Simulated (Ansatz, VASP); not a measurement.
**Two plane-wave programs on MoS2**

The input INCAR:

```
SYSTEM = MoS2
  PREC = Accurate
  ENCUT = 520
  EDIFF = 1E-6
  ISMEAR = 0
  SIGMA = 0.02
  LREAL = .FALSE.
  LASPH = .TRUE.
  NELM = 60
  ALGO = Normal
  ISIF = 2
  LWAVE = .FALSE.
  LCHARG = .FALSE.
  LDIPOL = .TRUE.
  IDIPOL = 3
  DIPOL = 0.5 0.5 0.500
  GGA = PE
  IVDW = 12
  NBANDS = 20
```

KPOINTS

```
regular mesh
0
G
  9 9 1
  0 0 0
```

File POSCAR:

```
MoS2
1.0
    3.1542357904      0.0000000000      0.0000000000
   -1.5771178952      2.7316483240      0.0000000000
    0.0000000000      0.0000000000     32.2630185961
S Mo
2 1
Direct
    0.3333333333      0.6666666667      0.4514239486
    0.3333333333      0.6666666667      0.5485760514
    0.6666666667      0.3333333333      0.5000000000
```

Input for Ansatz:

```yaml
crystal:
  lattice:
    - [3.1542357904, 0.0, 0.0]
    - [-1.5771178952, 2.731648324, 0.0]
    - [0.0, 0.0, 32.2630185961]
  atoms:
    - { symbol: S, position: [0.3333333333, 0.6666666667, 0.4514239486] }
    - { symbol: Mo, position: [0.6666666667, 0.3333333333, 0.5] }
    - { symbol: S, position: [0.3333333333, 0.6666666667, 0.5485760514] }
  periodic: [true, true, false]
basis:
  ecutwfc: 420
kpoints:
  mp_grid: { grid: [9, 9, 1] }
  band_path:
    path: [[0.0, 0.0, 0.0], [0.5, 0.0, 0.0], [0.3333333333, 0.3333333333, 0.0]]
    npoints: 1
hamiltonian:
  xc: pbe
  dispersion: d3bj
scf:
  occupations: { method: gaussian, width: 0.02 }
  n_extra_bands: 6
output:
  forces: true
  stress: true
  eigenvalues: true
```

Alike in both runs: task single point; functional PBE; dispersion D3(BJ); k mesh 9 × 9 × 1; occupations gaussian, width 0.02 eV; no spin polarisation.

|  | VASP | Ansatz |
| --- | --- | --- |
| version | VASP 6.6.1 | Ansatz 0.2.0 |
| potentials or method | VASP PAW PBE potentials, release 64 (S, Mo_sv), cutoff 520 eV | scalar-relativistic, plane waves, PAW |
| valence electrons in the cell | 26 | 26 |

Ansatz gave:

```
gap on the k mesh at the Fermi level (eV) : 1.78
least direct gap on the mesh (eV)         : 1.78
rms of the force components (eV/Å)        : 0.002
```

Which values does VASP return?

gap on the k mesh at the Fermi level (eV): 1.78; least direct gap on the mesh (eV): 1.78; rms of the force components (eV/Å): 0.004.
